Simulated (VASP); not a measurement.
Here is a VASP 6.6.1 calculation.

File POSCAR:

```
InP
1.0
    0.0000000000      2.8425850000      2.9305000000
    2.8425850000      0.0000000000      2.9305000000
    2.8425850000      2.8425850000      0.0000000000
In P
1 1
Direct
    0.0000000000      0.0000000000      0.0000000000
    0.7500000000      0.7500000000      0.7500000000
```

Contents of INCAR.step1:

```
SYSTEM = InP
ALGO = Normal
EDIFF = 1E-4
ENCUT = 520
GGA = PE
ISMEAR = 0
LASPH = .True.
LCHARG = .False.
LREAL = .False.
LWAVE = .True.
NBANDS = 16
NELM = 100
PREC = Accurate
SIGMA = 0.05
```

Contents of INCAR.step2:

```
SYSTEM = InP
ALGO = Normal
EDIFF = 1E-7
ENCUT = 520
ISIF = 2
ISMEAR = 0
ISTART = 1
LASPH = .True.
LCHARG = .False.
LMIXTAU = .True.
LREAL = .False.
LWAVE = .False.
METAGGA = R2SCAN
NBANDS = 16
NELM = 100
PREC = Accurate
SIGMA = 0.05
```

KPOINTS

```
k-points
0
Gamma
  8 8 8
  0 0 0
```

Potentials or basis: VASP PAW PBE potentials, release 64 (In_d, P).

Run with:

```console
$ cat potpaw_PBE.64/In_d/POTCAR potpaw_PBE.64/P/POTCAR > POTCAR
$ cp INCAR.step1 INCAR
$ mpirun -np 1 vasp_std > vasp.out
$ cp INCAR.step2 INCAR
$ mpirun -np 1 vasp_std > vasp.out
```

Problem. What does it give for the pressure?

Solution. 6.8 GPa.

Problem. What does it give for the band gap on the k mesh?

Solution. 1.46 eV.

Stress tensor (GPa, compression positive):
```
7.24 0.00 0.00
0.00 7.24 0.00
0.00 0.00 5.89
```

Caveat: the cell differs from its parent crystal (strain -0.030 along x and y, +0.000 along z); the cell stands under pressure; the PAW data sets were made with another functional, which shifts forces and pressure a little; spin-orbit coupling is left out, which moves the levels of the heavy elements. A k mesh can miss the band edges.
